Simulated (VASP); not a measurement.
# BaTiO3 (P1) in VASP: single point with PBE

Aim: the single point of BaTiO3 with PBE.

Program: VASP 6.6.1. These are calculated values, not measurements. Logs are shortened: lines on timing, memory, paths and dates and some standing lists are left out, and cuts for length are marked.

## Step 1: The cell of the first run

The typed cell holds 5 atoms: a = 4.019 Å, b = 4.019 Å, c = 4.019 Å, α = 90.00°, β = 90.00°, γ = 90.00°.

## Step 2: Single point, PBE (all Ti atoms moved 0.8 Å in one direction)

File INCAR:

```
SYSTEM = BaTiO3
  ALGO = Normal
  EDIFF = 1E-7
  ENCUT = 520
  GGA = PE
  ISIF = 2
  ISMEAR = 0
  LASPH = .True.
  LCHARG = .False.
  LREAL = .False.
  LWAVE = .False.
  NBANDS = 28
  NELM = 100
  PREC = Accurate
  SIGMA = 0.05
```

File KPOINTS:

```
k-points
0
Gamma
  6 6 6
  0 0 0
```

File POSCAR:

```
BaTiO3
1.0
    4.0192501412      0.0000000000      0.0000000000
    0.0000000000      4.0192501412      0.0000000000
    0.0000000000      0.0000000000      4.0192501412
Ba Ti O
1 1 3
Direct
    0.5088875953      0.4625397603      0.4898781701
   -0.0355503811      0.1498409587      0.0404873198
    0.5088875953     -0.0374602397     -0.0101218299
    0.0088875953      0.4625397603     -0.0101218299
    0.0088875953     -0.0374602397      0.4898781701
```

Potentials or basis: VASP PAW PBE potentials, release 64 (Ba_sv, Ti_sv, O).

Launch:

```sh
> cat potpaw_PBE.64/Ba_sv/POTCAR potpaw_PBE.64/Ti_sv/POTCAR potpaw_PBE.64/O/POTCAR > POTCAR
> mpirun -np 1 vasp_std > vasp.out
```

OUTCAR:

```text
SYSTEM = BaTiO3
   EDIFF = 1E-7
   ENCUT = 520
   GGA = PE
   ISIF = 2
   ISMEAR = 0
   LASPH = .True.
   LREAL = .False.
   NELM = 100
   PREC = Accurate

 ion  position               nearest neighbor table
   1  0.509  0.463  0.490-   3 2.84   4 2.84   5 2.84   3 2.84   4 2.84   3 2.84   5 2.84   3 2.84
                             4 2.84   5 2.84   4 2.84   5 2.84   2 2.86   2 3.10   2 3.14   2 3.36
   2  0.964  0.150  0.040-   4 1.29   5 1.96   3 1.99   3 2.32   5 2.34   1 2.86   1 3.10   1 3.14
                             1 3.36   1 3.77
   3  0.509  0.963  0.990-   2 1.99   2 2.32   1 2.84   1 2.84   1 2.84   1 2.84
   4  0.009  0.463  0.990-   2 1.29   1 2.84   1 2.84   1 2.84   1 2.84
   5  0.009  0.963  0.490-   2 1.96   2 2.34   1 2.84   1 2.84   1 2.84   1 2.84

  LATTYP: Found a simple cubic cell.
 ALAT       =     4.0192501412

  Lattice vectors:

 A1 = (   4.0192501412,   0.0000000000,   0.0000000000)
 A2 = (   0.0000000000,   4.0192501412,   0.0000000000)
 A3 = (   0.0000000000,   0.0000000000,   4.0192501412)

Analysis of symmetry for initial positions (statically):
=====================================================================
 Subroutine PRICEL returns:
 Original cell was already a primitive cell.

 Routine SETGRP: Setting up the symmetry group for a
 simple cubic supercell.

 Subroutine GETGRP returns: Found  1 space group operations
 (whereof  1 operations were pure point group operations)
 out of a pool of 48 trial point group operations.

The static configuration has the point symmetry C_1 .

Analysis of symmetry for dynamics (positions and initial velocities):
=====================================================================
 Subroutine PRICEL returns:
 Original cell was already a primitive cell.

 Routine SETGRP: Setting up the symmetry group for a
 simple cubic supercell.

 Subroutine GETGRP returns: Found  1 space group operations
 (whereof  1 operations were pure point group operations)
 out of a pool of 48 trial point group operations.

The dynamic configuration has the point symmetry C_1 .

 Subroutine INISYM returns: Found  1 space group operations
 (whereof  1 operations are pure point group operations),
 and found     1 'primitive' translations

----------------------------------------------------------------------------------------

                                     Primitive cell

  volume of cell :      64.9285

  direct lattice vectors                    reciprocal lattice vectors
     4.019250141  0.000000000  0.000000000     0.248802629  0.000000000  0.000000000
[... 96 lines left out ...]
   IBRION =     -1    ionic relax: 0-MD 1-quasi-New 2-CG
   NFREE  =      0    steps in history (QN), initial steepest desc. (CG)
   ISIF   =      2    stress and relaxation
   ISYM   =      2    0-nonsym 1-usesym 2-fastsym
   POTIM  = 0.5000    time-step for ionic-motion
   TEBEG  =    0.0;   TEEND  =   0.0 temperature during run
   PSTRESS=    0.0 pullay stress
   NELECT =      40.0000    total number of electrons
   NUPDOWN=      -1.0000    fix difference up-down
   EMIN   =  10.00;   EMAX   =-10.00  energy-range for DOS
   EFERMI =   0.00;   METHOD = LEGACY
   ISMEAR =     0;   SIGMA  =   0.05  broadening in eV -4-tet -1-fermi 0-gaus
   EFERMI_NEDOS =   21; number of points for ismear=-14 and -15
   IALGO  =     38    algorithm
   IMIX   =      4    mixing-type and parameters
     AMIX     =   0.40;   BMIX     =  1.00
     AMIX_MAG =   1.60;   BMIX_MAG =  1.00
  volume/ion in A,a.u.               =      12.99        87.63
  Fermi-wavevector in a.u.,A,eV,Ry     =   1.392996  2.632380 26.401250  1.940437
  Thomas-Fermi vector in A             =   2.516685
   LORBIT       =      0    0 simple, 1 ext, 2 COOP (PROOUT), +10 PAW based schemes
   GGA     = PE    functional components
   LHFCALC =     F    Hartree Fock is set to
   AEXX    =    0.0000 exact exchange contribution
   IVDW    =     0    specifies the selected vdW correction
   LEPSILON=     F    determine dielectric tensor
   LRPA    =     F    only Hartree local field effects (RPA)
 non-spin polarized calculation
 Gauss-broadening in eV      SIGMA  =   0.05
  energy-cutoff  :      520.00
  volume of cell :       64.93
 maximum number of plane-waves:      1775
 NGX is ok and might be reduce to    30
   NGX = 15   NGY = 15   NGZ = 15

 number of electron      40.0000023 magnetization

 Free energy of the ion-electron system (eV)
  ---------------------------------------------------
  ext. energy  EPLUGINS =         0.00000000
  ---------------------------------------------------
  free energy    TOTEN  =       -30.33687467 eV

  energy without entropy =      -30.33687467  energy(sigma->0) =      -30.33687467

 E-fermi :   5.0074     XC(G=0): -11.0613

 val. band max:        4.6023960737   @ k =   0.5000   0.5000   0.5000
 cond. band min:       6.6727831546   @ k =   0.0000   0.0000   0.0000
 fundamental gap:      2.0703870809
 Fermi energy:         5.0073702816

 k-point     1 :       0.0000    0.0000    0.0000
  band No.  band energies     occupation
      1     -52.1223      2.00000
      2     -30.8669      2.00000
      3     -27.5553      2.00000
      4     -27.5071      2.00000
      5     -21.7444      2.00000
      6     -12.7820      2.00000
[... 733 lines left out ...]
     27      11.1349      0.00000
     28      12.2700      0.00000

 [... further k-points ...]

------------------------ aborting loop because EDIFF is reached ----------------------------------------

  FORCE on cell =-STRESS in cart. coord.  units (eV):
  Direction    XX          YY          ZZ          XY          YZ          ZX
  --------------------------------------------------------------------------------------
  -------------------------------------------------------------------------------------
  Total        7.6708450     58.7017280      8.3386072      7.3358249     -8.4227498     -1.0919399
  in kB      189.2860824   1448.5262214    205.7638107    181.0191127   -207.8401168    -26.9447527
  external PRESSURE =     614.5253715 kB  Pullay stress =       0.0000000 kB

 VOLUME and BASIS-vectors are now :
 -----------------------------------------------------------------------------
  energy-cutoff  :      520.00
  volume of cell :       64.93
      direct lattice vectors                 reciprocal lattice vectors
     4.019250141  0.000000000  0.000000000     0.248802629  0.000000000  0.000000000
     0.000000000  4.019250141  0.000000000     0.000000000  0.248802629  0.000000000
     0.000000000  0.000000000  4.019250141     0.000000000  0.000000000  0.248802629

 POSITION                                       TOTAL-FORCE (eV/Angst)
 -----------------------------------------------------------------------------------
      2.04535      1.85906      1.96894        -0.884470      2.368752      1.001091
      3.87636      0.60225      0.16273        -4.644163    -53.450874      5.097313
      2.04535      3.86869      3.97857        -0.596765      1.859802      0.084454
      0.03572      1.85906      3.97857         6.169323     47.396459     -6.982976
      0.03572      3.86869      1.96894        -0.043925      1.825861      0.800118
 -----------------------------------------------------------------------------------
    total drift:                               -0.000349     -0.004753      0.001041

  FREE ENERGIE OF THE ION-ELECTRON SYSTEM (eV)
  ---------------------------------------------------
  free  energy   TOTEN  =       -30.3368746744 eV

  energy  without entropy=      -30.3368746744  energy(sigma->0) =      -30.33687467
```

stdout:

```text
POSCAR found type information on POSCAR BaTiO
 POSCAR found :  3 types and       5 ions
 scaLAPACK will be used
 LDA part: xc-table for (Slater+PW92), standard interpolation
 POSCAR, INCAR and KPOINTS ok, starting setup
 FFT: planning ... GRIDC
 FFT: planning ... GRID_SOFT
 FFT: planning ... GRID
 WAVECAR not read
 entering main loop
```

Run time: 3.5 min. Hardware: 1 thread of AMD EPYC 7R43 (Zen 3), shared host; peak memory 0.28 GiB.

What came out:

| Quantity | Value |
| --- | --- |
| Free energy | -30.3369 eV |
| Pressure | 61.5 GPa |
| Largest force | 53.894 eV/Å |
| Band gap on the k mesh | 2.07 eV (least direct gap 2.62 eV) |

Forces in eV/Å, atoms in the order of the input:
```
Ba   -0.884   2.369   1.001
Ti   -4.644 -53.451   5.097
O    -0.597   1.860   0.084
O     6.169  47.396  -6.983
O    -0.044   1.826   0.800
```

Caveat: the cell differs from its parent crystal (all Ti atoms moved 0.8 Å in one direction); atoms lie so close that the PAW spheres overlap strongly, which falsifies energies and pressures; the cell stands under pressure; spin-orbit coupling is left out, which moves the levels of the heavy elements; forces of over 1 eV/Å act on the atoms, so gaps and moduli don't describe the material at rest.
